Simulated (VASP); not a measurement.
# Ta3N5 (Cmcm) in VASP: further runs

The runs below take Ta3N5 through single point, with r2SCAN.

Program: VASP 6.6.1. These are calculated values, not measurements. Logs are shortened: lines on timing, memory, paths and dates and some standing lists are left out, and cuts for length are marked.

**1. The cell of the first run**

It takes space group Cmcm (No. 63, orthorhombic). The conventional cell has a = 3.886 Å, b = 10.212 Å, c = 10.262 Å, α = 90.00°, β = 90.00°, γ = 90.00°. Within 2.7 Å of Ta (site symmetry m2m) lie 6 N at 2.04 to 2.14 Å. Within 2.6 Å of Ta (site symmetry m) lie 6 N at 1.96 to 2.24 Å. N (site symmetry m2m) has 4 Ta at 2.06 to 2.22 Å and 4 N at 2.69 Å within 2.7 Å. N (site symmetry m) has 3 Ta at 1.96 to 2.04 Å and 3 N at 2.63 to 2.71 Å within 2.8 Å. N (site symmetry m) has 4 Ta at 2.03 to 2.24 Å and 5 N at 2.69 to 2.74 Å within 2.8 Å.

**2. Single point, r2SCAN**

POSCAR reads:

```
Ta3N5
1.0
    1.9431000000     -5.1059000000      0.0000000000
    1.9431000000      5.1059000000      0.0000000000
    0.0000000000      0.0000000000     10.2624000000
Ta N
6 10
Direct
    0.8029000000      0.1971000000      0.2500000000
    0.1971000000      0.8029000000      0.7500000000
    0.8654500000      0.1345500000      0.5590600000
    0.1345500000      0.8654500000      0.0590600000
    0.1345500000      0.8654500000      0.4409400000
    0.8654500000      0.1345500000      0.9409400000
    0.2367800000      0.7632200000      0.2500000000
    0.7632200000      0.2367800000      0.7500000000
    0.9529900000      0.0470100000      0.1194900000
    0.0470100000      0.9529900000      0.6194900000
    0.0470100000      0.9529900000      0.8805100000
    0.9529900000      0.0470100000      0.3805100000
    0.6913800000      0.3086200000      0.0737800000
    0.3086200000      0.6913800000      0.5737800000
    0.3086200000      0.6913800000      0.9262200000
    0.6913800000      0.3086200000      0.4262200000
```

INCAR.step1 reads:

```
SYSTEM = Ta3N5
PREC = Accurate
ENCUT = 520
ISMEAR = 0
SIGMA = 0.1
LREAL = Auto
LASPH = .TRUE.
NELM = 60
NBANDS = 72
GGA = PE
ALGO = Normal
EDIFF = 1E-4
LWAVE = .TRUE.
LCHARG = .FALSE.
```

INCAR.step2 reads:

```
SYSTEM = Ta3N5
PREC = Accurate
ENCUT = 520
EDIFF = 1E-6
ISMEAR = 0
SIGMA = 0.1
LREAL = Auto
LASPH = .TRUE.
NELM = 60
ALGO = Normal
ISIF = 2
LWAVE = .FALSE.
LCHARG = .FALSE.
METAGGA = R2SCAN
LMIXTAU = .TRUE.
NBANDS = 72
ISTART = 1
```

KPOINTS reads:

```
regular mesh
0
G
  6 6 2
  0 0 0
```

Potentials or basis: VASP PAW PBE potentials, release 64 (Ta_pv, N).

Started as:

```sh
$ cat potpaw_PBE.64/Ta_pv/POTCAR potpaw_PBE.64/N/POTCAR > POTCAR
$ cp INCAR.step1 INCAR
$ mpirun -np 1 vasp_std > vasp.out
$ cp INCAR.step2 INCAR
$ mpirun -np 1 vasp_std > vasp.out
```

OUTCAR:

```text
SYSTEM = Ta3N5
   PREC = Accurate
   ENCUT = 520
   EDIFF = 1E-6
   ISMEAR = 0
   LREAL = Auto
   LASPH = .TRUE.
   NELM = 60
   ISIF = 2
   METAGGA = R2SCAN
   ISTART = 1

 ion  position               nearest neighbor table
   1  0.803  0.197  0.250-   9 2.04  12 2.04   7 2.06   7 2.06  16 2.14  13 2.14   6 3.24   3 3.24
                             4 3.25   4 3.25   5 3.25   5 3.25
   2  0.197  0.803  0.750-  10 2.04  11 2.04   8 2.06   8 2.06  15 2.14  14 2.14   5 3.24   4 3.24
                             3 3.25   3 3.25   6 3.25   6 3.25
   3  0.865  0.135  0.559-  10 1.96  14 2.03  14 2.03  12 2.04   8 2.22  16 2.24   5 3.00   1 3.24
                             2 3.25   2 3.25   5 3.29   5 3.29
   4  0.135  0.865  0.059-   9 1.96  13 2.03  13 2.03  11 2.04   7 2.22  15 2.24   6 3.00   2 3.24
                             1 3.25   1 3.25   6 3.29   6 3.29
   5  0.135  0.865  0.441-  12 1.96  16 2.03  16 2.03  10 2.04   7 2.22  14 2.24   3 3.00   2 3.24
                             1 3.25   1 3.25   3 3.29   3 3.29
   6  0.865  0.135  0.941-  11 1.96  15 2.03  15 2.03   9 2.04   8 2.22  13 2.24   4 3.00   1 3.24
                             2 3.25   2 3.25   4 3.29   4 3.29
   7  0.237  0.763  0.250-   1 2.06   1 2.06   5 2.22   4 2.22
   8  0.763  0.237  0.750-   2 2.06   2 2.06   6 2.22   3 2.22
   9  0.953  0.047  0.119-   4 1.96   1 2.04   6 2.04
  10  0.047  0.953  0.619-   3 1.96   2 2.04   5 2.04
  11  0.047  0.953  0.881-   6 1.96   2 2.04   4 2.04
  12  0.953  0.047  0.381-   5 1.96   1 2.04   3 2.04
  13  0.691  0.309  0.074-   4 2.03   4 2.03   1 2.14   6 2.24
  14  0.309  0.691  0.574-   3 2.03   3 2.03   2 2.14   5 2.24
  15  0.309  0.691  0.926-   6 2.03   6 2.03   2 2.14   4 2.24
  16  0.691  0.309  0.426-   5 2.03   5 2.03   1 2.14   3 2.24

  LATTYP: Found a base centered orthorhombic cell.
 ALAT       =     3.8862000000
 B/A-ratio  =     2.6277083012
 C/A-ratio  =     2.6407287324

  Lattice vectors:

 A1 = (   1.9431000000,  -5.1059000000,   0.0000000000)
 A2 = (   1.9431000000,   5.1059000000,   0.0000000000)
 A3 = (   0.0000000000,   0.0000000000,  10.2624000000)

Analysis of symmetry for initial positions (statically):
=====================================================================
 Subroutine PRICEL returns:
 Original cell was already a primitive cell.

 Routine SETGRP: Setting up the symmetry group for a
 base centered orthorhombic supercell.

 Subroutine GETGRP returns: Found  8 space group operations
 (whereof  4 operations were pure point group operations)
 out of a pool of  8 trial point group operations.

The static configuration has the point symmetry C_2h.
 The point group associated with its full space group is D_2h.

Analysis of symmetry for dynamics (positions and initial velocities):
=====================================================================
 Subroutine PRICEL returns:
 Original cell was already a primitive cell.

 Routine SETGRP: Setting up the symmetry group for a
 base centered orthorhombic supercell.

 Subroutine GETGRP returns: Found  8 space group operations
 (whereof  4 operations were pure point group operations)
 out of a pool of  8 trial point group operations.

The dynamic configuration has the point symmetry C_2h.
 The point group associated with its full space group is D_2h.

 Subroutine INISYM returns: Found  8 space group operations
 (whereof  4 operations are pure point group operations),
 and found     1 'primitive' translations

----------------------------------------------------------------------------------------

                                     Primitive cell

  volume of cell :     203.6322

  direct lattice vectors                    reciprocal lattice vectors
     1.943100000 -5.105900000  0.000000000     0.257320776 -0.097925929  0.000000000
     1.943100000  5.105900000  0.000000000     0.257320776  0.097925929  0.000000000
     0.000000000  0.000000000 10.262400000     0.000000000  0.000000000  0.097443093

  length of vectors
[... 49 lines left out ...]
  energy-cutoff  :      520.00
  volume of cell :      203.63
 maximum number of plane-waves:      5504
 NGX is ok and might be reduce to    42
   NGX = 21   NGY = 21   NGZ = 39

 number of electron     115.9999994 magnetization

 Free energy of the ion-electron system (eV)
  ---------------------------------------------------
  ext. energy  EPLUGINS =         0.00000000
  ---------------------------------------------------
  free energy    TOTEN  =      -403.39467928 eV

  energy without entropy =     -403.39467928  energy(sigma->0) =     -403.39467928

 E-fermi :   4.1730     XC(G=0): -12.0144

 val. band max:        3.7022544215   @ k =   0.1667   0.1667   0.0000
 cond. band min:       5.2863846135   @ k =   0.5000   0.5000   0.0000
 fundamental gap:      1.5841301920
 Fermi energy:         4.1730195855

 k-point     1 :       0.0000    0.0000    0.0000
  band No.  band energies     occupation
      1     -32.3814      2.00000
      2     -32.3588      2.00000
      3     -32.3257      2.00000
      4     -32.1993      2.00000
      5     -32.1877      2.00000
      6     -32.1805      2.00000
[... 62 lines left out ...]
     69       8.0663      0.00000
     70       8.1876      0.00000

 k-point     2 :       0.1667   -0.0000    0.0000
  band No.  band energies     occupation
      1     -32.3791      2.00000
      2     -32.3631      2.00000
      3     -32.3134      2.00000
      4     -32.2169      2.00000
      5     -32.2158      2.00000
      6     -32.1921      2.00000
[... 62 lines left out ...]
     69       8.0025      0.00000
     70       8.1854      0.00000

 k-point     3 :       0.3333    0.0000    0.0000
  band No.  band energies     occupation
      1     -32.3802      2.00000
      2     -32.3565      2.00000
      3     -32.3065      2.00000
      4     -32.2646      2.00000
      5     -32.2603      2.00000
      6     -32.2208      2.00000
[... 1522 lines left out ...]
     69       7.8681      0.00000
     70       7.8681      0.00000

 k-point    24 :       0.5000    0.3333    0.5000
  band No.  band energies     occupation
      1     -32.3677      2.00000
      2     -32.3677      2.00000
      3     -32.2425      2.00000
      4     -32.2425      2.00000
      5     -32.2035      2.00000
      6     -32.2035      2.00000
[... 62 lines left out ...]
     69       7.9434      0.00000
     70       7.9434      0.00000

 [... further k-points ...]

 [bands above 70 left out]

------------------------ aborting loop because EDIFF is reached ----------------------------------------

  FORCE on cell =-STRESS in cart. coord.  units (eV):
  Direction    XX          YY          ZZ          XY          YZ          ZX
  --------------------------------------------------------------------------------------
  -------------------------------------------------------------------------------------
  Total        2.0875532      3.2046285      3.7683231      0.0000000      0.0000000      0.0000000
  in kB       16.4248627     25.2140079     29.6491551      0.0000000      0.0000000      0.0000000
  external PRESSURE =      23.7626752 kB  Pullay stress =       0.0000000 kB

 VOLUME and BASIS-vectors are now :
 -----------------------------------------------------------------------------
  energy-cutoff  :      520.00
  volume of cell :      203.63
      direct lattice vectors                 reciprocal lattice vectors
     1.943100000 -5.105900000  0.000000000     0.257320776 -0.097925929  0.000000000
     1.943100000  5.105900000  0.000000000     0.257320776  0.097925929  0.000000000
     0.000000000  0.000000000 10.262400000     0.000000000  0.000000000  0.097443093

 POSITION                                       TOTAL-FORCE (eV/Angst)
 -----------------------------------------------------------------------------------
      1.94310     -3.09315      2.56560         0.000000      0.009477     -0.000000
      1.94310      3.09315      7.69680         0.000000     -0.009477      0.000000
      1.94310     -3.73190      5.73730         0.000000     -0.233249      0.149960
      1.94310      3.73190      0.60610         0.000000      0.233249      0.149960
      1.94310      3.73190      4.52510         0.000000      0.233249     -0.149960
      1.94310     -3.73190      9.65630         0.000000     -0.233249     -0.149960
[... 8 lines left out ...]
      1.94310      1.95433      9.50524         0.000000     -0.020904      0.063220
      1.94310     -1.95433      4.37404         0.000000      0.020904      0.063220
 -----------------------------------------------------------------------------------
    total drift:                               -0.000000     -0.000000      0.000000

  FREE ENERGIE OF THE ION-ELECTRON SYSTEM (eV)
  ---------------------------------------------------
  free  energy   TOTEN  =      -403.3946792837 eV

  energy  without entropy=     -403.3946792837  energy(sigma->0) =     -403.39467928
```

It took 36 min on 1 thread of Intel Xeon 6975P-C (Granite Rapids), shared host; peak memory 0.52 GiB.

Results:

```
Free energy            : -403.3947 eV
Pressure               : 2.4 GPa
Largest force          : 0.277 eV/Å
Band gap on the k mesh : 1.58 eV (least direct gap 1.80 eV)
```

Forces in eV/Å, atoms in the order of the input:
```
Ta   0.000  0.009  0.000
Ta   0.000 -0.009  0.000
Ta   0.000 -0.233  0.150
Ta   0.000  0.233  0.150
Ta   0.000  0.233 -0.150
Ta   0.000 -0.233 -0.150
N    0.000 -0.051  0.000
N    0.000  0.051  0.000
N    0.000 -0.113 -0.092
N    0.000  0.113 -0.092
N    0.000  0.113  0.092
N    0.000 -0.113  0.092
N    0.000  0.021 -0.063
N    0.000 -0.021 -0.063
N    0.000 -0.021  0.063
N    0.000  0.021  0.063
```

Levels at points of the mesh, in eV from the valence-band top:
```
           k point  band 55  band 56  band 57  band 58  band 59  band 60  band 61  band 62
(0.00, 0.00, 0.00)    -0.84    -0.54    -0.30     0.00     1.81     2.11     2.49     2.84
(0.50, 0.00, 0.00)    -1.10    -1.05    -0.57    -0.39     2.11     2.16     3.00     3.33
(0.50, 0.50, 0.00)    -0.99    -0.95    -0.81    -0.31     1.58     2.22     2.71     3.33
(0.00, 0.00, 0.50)    -0.75    -0.75    -0.56    -0.56     1.98     1.98     2.87     2.87
(0.50, 0.00, 0.50)    -0.77    -0.77    -0.52    -0.52     2.32     2.32     3.05     3.05
(0.50, 0.50, 0.50)    -1.22    -1.22    -0.62    -0.62     1.93     1.93     3.05     3.05
```

Caveat: the PAW data sets were made with another functional, which shifts forces and pressure a little; spin-orbit coupling is left out, which moves the levels of the heavy elements. r2SCAN opens gaps a little over a GGA but as a rule still falls short of measured ones.

**3. Single point, r2SCAN (12.02 Å³/atom)**

This run uses another cell than the first one, of 12.02 Å³/atom.

POSCAR reads:

```
Ta3N5
1.0
    1.9038700588     -5.0231958471      0.0000000000
    1.9038700588      5.0231958471      0.0000000000
    0.0000000000      0.0000000000     10.0529904775
Ta N
6 10
Direct
    0.8017115824      0.1982884176      0.2500000000
    0.1982884176      0.8017115824      0.7500000000
    0.8664249050      0.1335750950      0.5603650499
    0.1335750950      0.8664249050      0.0603650499
    0.1335750950      0.8664249050      0.4396349501
    0.8664249050      0.1335750950      0.9396349501
    0.2356368735      0.7643631265      0.2500000000
    0.7643631265      0.2356368735      0.7500000000
    0.9529991186      0.0470008814      0.1209153646
    0.0470008814      0.9529991186      0.6209153646
    0.0470008814      0.9529991186      0.8790846354
    0.9529991186      0.0470008814      0.3790846354
    0.6903084170      0.3096915830      0.0724919362
    0.3096915830      0.6903084170      0.5724919362
    0.3096915830      0.6903084170      0.9275080638
    0.6903084170      0.3096915830      0.4275080638
```

INCAR.step1 reads:

```
PREC = Accurate
ENCUT = 520
ISMEAR = 0
SIGMA = 0.02
LREAL = Auto
LASPH = T
NELM = 60
NBANDS = 72
GGA = PE
ALGO = Normal
EDIFF = 1E-4
LWAVE = T
LCHARG = F
KPAR = 4
```

INCAR.step2 reads:

```
PREC = Accurate
ENCUT = 520
EDIFF = 1E-6
ISMEAR = 0
SIGMA = 0.02
LREAL = Auto
LASPH = T
NELM = 60
ALGO = Normal
ISIF = 2
LWAVE = F
LCHARG = F
METAGGA = R2SCAN
LMIXTAU = T
NBANDS = 72
ISTART = 1
KPAR = 4
```

KPOINTS reads:

```
regular mesh
0
Gamma
  8 8 4
```

Potentials or basis: VASP PAW PBE potentials, release 64 (Ta_pv, N).

Started as:

```sh
$ cat potpaw_PBE.64/Ta_pv/POTCAR potpaw_PBE.64/N/POTCAR > POTCAR
$ cp INCAR.step1 INCAR
$ mpirun -np 4 vasp_std > vasp.out
$ cp INCAR.step2 INCAR
$ mpirun -np 4 vasp_std > vasp.out
```

Run time: 23 min. Hardware: 4 MPI ranks of Intel Xeon Platinum 8488C (Sapphire Rapids), shared host; peak memory 0.74 GiB.

The run converged. Its results:

- Free energy: -402.6287 eV
- Pressure: 20.1 GPa
- Largest force: 0.078 eV/Å
- Band gap on the k mesh: 1.57 eV (least direct gap 1.85 eV)

Forces in eV/Å, atoms in the order of the input:
```
Ta   0.000 -0.004  0.000
Ta   0.000  0.004  0.000
Ta   0.000  0.038  0.007
Ta   0.000 -0.038  0.007
Ta   0.000 -0.038 -0.007
Ta   0.000  0.038 -0.007
N    0.000  0.002  0.000
N    0.000 -0.002  0.000
N    0.000  0.032  0.071
N    0.000 -0.032  0.071
N    0.000 -0.032 -0.071
N    0.000  0.032 -0.071
N    0.000  0.027 -0.012
N    0.000 -0.027 -0.012
N    0.000 -0.027  0.012
N    0.000  0.027  0.012
```

Stress tensor (GPa, compression positive):
```
20.17  0.00  0.00
 0.00 20.20  0.00
 0.00  0.00 19.92
```

Levels at points of the mesh, in eV from the valence-band top:
| k point | band 54 | band 55 | band 56 | band 57 | band 58 | band 59 | band 60 | band 61 | band 62 | band 63 |
| --- | --- | --- | --- | --- | --- | --- | --- | --- | --- | --- |
| (0.00, 0.00, 0.00) | -0.93 | -0.91 | -0.65 | -0.30 | -0.07 | 1.80 | 2.05 | 2.48 | 2.88 | 3.29 |
| (0.50, 0.00, 0.00) | -1.60 | -1.27 | -1.20 | -0.63 | -0.50 | 2.09 | 2.15 | 3.13 | 3.53 | 3.56 |
| (0.50, 0.50, 0.00) | -1.37 | -1.08 | -1.06 | -0.87 | -0.38 | 1.57 | 2.33 | 2.68 | 3.49 | 3.52 |
| (0.00, 0.00, 0.50) | -1.15 | -0.88 | -0.88 | -0.57 | -0.57 | 1.94 | 1.94 | 2.91 | 2.91 | 3.10 |
| (0.50, 0.00, 0.50) | -2.12 | -0.88 | -0.88 | -0.62 | -0.62 | 2.32 | 2.32 | 3.16 | 3.16 | 3.66 |
| (0.50, 0.50, 0.50) | -1.52 | -1.36 | -1.36 | -0.69 | -0.69 | 1.98 | 1.98 | 3.08 | 3.08 | 3.53 |

Caveat: the cell stands under pressure; the PAW data sets were made with another functional, which shifts forces and pressure a little; spin-orbit coupling is left out, which moves the levels of the heavy elements. A k mesh can miss the band edges.

**4. Single point, r2SCAN (11.25 Å³/atom)**

This run uses another cell than the first one, of 11.25 Å³/atom.

POSCAR reads:

```
Ta3N5
1.0
    1.8739924264     -4.9022127834      0.0000000000
    1.8739924264      4.9022127834      0.0000000000
    0.0000000000      0.0000000000      9.7973250078
Ta N
6 10
Direct
    0.7988002713      0.2011997287      0.2500000000
    0.2011997287      0.7988002713      0.7500000000
    0.8662727565      0.1337272435      0.5602035366
    0.1337272435      0.8662727565      0.0602035366
    0.1337272435      0.8662727565      0.4397964634
    0.8662727565      0.1337272435      0.9397964634
    0.2348268412      0.7651731588      0.2500000000
    0.7651731588      0.2348268412      0.7500000000
    0.9528777419      0.0471222581      0.1233164086
    0.0471222581      0.9528777419      0.6233164086
    0.0471222581      0.9528777419      0.8766835914
    0.9528777419      0.0471222581      0.3766835914
    0.6876080958      0.3123919042      0.0707122782
    0.3123919042      0.6876080958      0.5707122782
    0.3123919042      0.6876080958      0.9292877218
    0.6876080958      0.3123919042      0.4292877218
```

INCAR.step1 reads:

```
PREC = Accurate ; ENCUT = 520
ISMEAR = 0 ; SIGMA = 0.02
LREAL = Auto ; LASPH = True
NELM = 100 ; NBANDS = 72
GGA = PE ; ALGO = Normal
EDIFF = 1E-4 ; LWAVE = True
LCHARG = False
```

INCAR.step2 reads:

```
PREC = Accurate ; ENCUT = 520
EDIFF = 1E-7 ; ISMEAR = 0
SIGMA = 0.02 ; LREAL = Auto
LASPH = True ; NELM = 100
ALGO = Normal ; ISIF = 2
LWAVE = False ; LCHARG = False
METAGGA = R2SCAN ; LMIXTAU = True
NBANDS = 72 ; ISTART = 1
```

KPOINTS reads:

```
Automatic mesh
0
Gamma
  8 8 4
```

Started as:

```sh
$ cat potpaw_PBE.64/Ta_pv/POTCAR potpaw_PBE.64/N/POTCAR > POTCAR
$ cp INCAR.step1 INCAR
$ mpirun -np 1 vasp_std > vasp.out
$ cp INCAR.step2 INCAR
$ mpirun -np 1 vasp_std > vasp.out
```

Run time: 3.5 h. Hardware: 1 thread of Oxide Virtual Turin-like, shared host; peak memory 0.68 GiB.

The run converged. Its results:

| Property | Result |
| --- | --- |
| Free energy | -400.1624 eV |
| Pressure | 45.4 GPa |
| Largest force | 0.095 eV/Å |
| Band gap on the k mesh | 1.51 eV (least direct gap 1.82 eV) |

Forces on the atoms (eV/Å):
```
Ta   0.000  0.019  0.000
Ta   0.000 -0.019  0.000
Ta   0.000  0.055  0.015
Ta   0.000 -0.055  0.015
Ta   0.000 -0.055 -0.015
Ta   0.000  0.055 -0.015
N    0.000  0.005  0.000
N    0.000 -0.005  0.000
N    0.000  0.028  0.091
N    0.000 -0.028  0.091
N    0.000 -0.028 -0.091
N    0.000  0.028 -0.091
N    0.000  0.032 -0.022
N    0.000 -0.032 -0.022
N    0.000 -0.032  0.022
N    0.000  0.032  0.022
```

Stress tensor (GPa, compression positive):
```
45.58  0.00  0.00
 0.00 45.55  0.00
 0.00  0.00 45.21
```

Levels at points of the mesh, in eV from the valence-band top:
```csv
k point,band 54,band 55,band 56,band 57,band 58,band 59,band 60,band 61,band 62,band 63
"(0.00, 0.00, 0.00)",-0.98,-0.95,-0.77,-0.27,-0.07,1.76,2.06,2.50,3.01,3.48
"(0.50, 0.00, 0.00)",-1.61,-1.37,-1.29,-0.64,-0.57,2.05,2.22,3.29,3.77,3.81
"(0.50, 0.50, 0.00)",-1.51,-1.17,-1.04,-0.77,-0.44,1.51,2.47,2.65,3.66,3.67
"(0.00, 0.00, 0.50)",-1.27,-0.98,-0.98,-0.59,-0.59,1.93,1.93,3.03,3.03,3.27
"(0.50, 0.00, 0.50)",-2.24,-0.93,-0.93,-0.67,-0.67,2.37,2.37,3.38,3.38,3.89
"(0.50, 0.50, 0.50)",-1.60,-1.43,-1.43,-0.77,-0.77,2.02,2.02,3.15,3.15,3.72
```

Caveat: the cell stands under pressure; the PAW data sets were made with another functional, which shifts forces and pressure a little; spin-orbit coupling is left out, which moves the levels of the heavy elements. A k mesh can miss the band edges.

**5. The runs side by side**

```csv
cell,k mesh,smearing,gap on the mesh (eV),pressure (GPa),largest force (eV/Å)
"a = 5.463, b = 5.463, c = 10.262 Å, angles 90.0, 90.0, 138.3°, 16 atoms, atomic positions A",6 × 6 × 2,gaussian 0.1 eV,1.58,2.4,0.28
"a = 5.372, b = 5.372, c = 10.053 Å, angles 90.0, 90.0, 138.5°, 16 atoms, atomic positions B",8 × 8 × 4,gaussian 0.02 eV,1.57,20.1,0.08
"a = 5.248, b = 5.248, c = 9.797 Å, angles 90.0, 90.0, 138.2°, 16 atoms, atomic positions C",8 × 8 × 4,gaussian 0.02 eV,1.51,45.4,0.10
```

Alike in all rows: task single point; level r2SCAN; potentials or basis VASP PAW PBE potentials, release 64 (Ta_pv, N); no spin polarisation; cutoff (eV) 520.

Caveats: the PAW data sets were made with another functional, which shifts forces and pressure a little; spin-orbit coupling is left out, which moves the levels of the heavy elements; the cell stands under pressure (at least some runs).

Total energies depend on the potentials used, so only differences within one code and one set of settings carry meaning.
